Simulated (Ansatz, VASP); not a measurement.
**One calculation of CsH, two programs**

```
CELL_PARAMETERS angstrom
0.00000 3.02030 3.02030
3.02030 0.00000 3.02030
3.02030 3.02030 0.00000
ATOMIC_POSITIONS crystal
Cs 0.00000 0.00000 0.00000
H 0.50000 0.50000 0.50000
```

Alike in both runs: task single point; functional LDA; k mesh 8 × 8 × 8; occupations gaussian, width 0.02 eV; no spin polarisation.

|  | VASP | Ansatz |
| --- | --- | --- |
| version | VASP 6.6.1 | Ansatz 0.2.0 |
| potentials or method | VASP PAW LDA potentials, release 64 (Cs_sv, H), cutoff 520 eV | scalar-relativistic, plane waves, PAW |
| valence electrons in the cell | 10 | 10 |

Ansatz gave:

```
gap on the k mesh at the Fermi level (eV) : 1.70
least direct gap on the mesh (eV)         : 1.70
pressure (GPa)                            : 0.4
```

Task: Which values does VASP return?

Result: gap on the k mesh at the Fermi level (eV): 1.67; least direct gap on the mesh (eV): 1.67; pressure (GPa): 0.4.

LDA's correlation is that of Perdew and Zunger in VASP and of Perdew and Wang (1992) in Ansatz.

Spin-orbit coupling is off throughout.
